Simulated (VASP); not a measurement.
CdSe: single point with PBE

Crystal: CdSe.

```
Cd Se
1.0
     0.00000    3.07027    3.07027
     3.07027    0.00000    3.07027
     3.07027    3.07027    0.00000
Cd Se
1 1
Direct
  0.00000 0.00000 0.00000
  0.75000 0.75000 0.75000
```

| Quantity | Value |
| --- | --- |
| Program | VASP 6.6.1 |
| Task | single point |
| Functional | PBE |
| Potentials or basis | VASP PAW PBE potentials, release 64 (Cd, Se) |
| Cutoff | 520 eV |
| k mesh | 6 × 6 × 6 |
| Occupations | gaussian, width 0.01 eV |
| Spin | no spin polarisation |
| Dipole correction | no |
| Further INCAR settings | ALGO = Normal; EDIFF = 1e-06; NBANDS = 16 |

The pressure is 1.6 GPa. The band gap on the k mesh is 0.55 eV, direct.

Levels at points of the mesh, in eV from the valence-band top:
| k point | band 6 | band 7 | band 8 | band 9 | band 10 | band 11 | band 12 | band 13 |
| --- | --- | --- | --- | --- | --- | --- | --- | --- |
| (0.00, 0.00, 0.00) | -7.50 | 0.00 | 0.00 | 0.00 | 0.55 | 5.93 | 5.93 | 5.93 |
| (0.50, 0.00, 0.00) | -7.23 | -4.23 | -0.71 | -0.71 | 2.35 | 6.43 | 6.43 | 7.34 |
| (0.50, 0.50, 0.00) | -7.17 | -3.95 | -1.76 | -1.76 | 3.19 | 3.73 | 8.98 | 10.05 |

Wall time 12 s on 1 thread of AMD EPYC 7R43 64-Core Processor (Zen 3), with other jobs on the host, peak memory 0.14 GiB.

A hybrid or GW would open this gap; PBE tends to underestimate it.
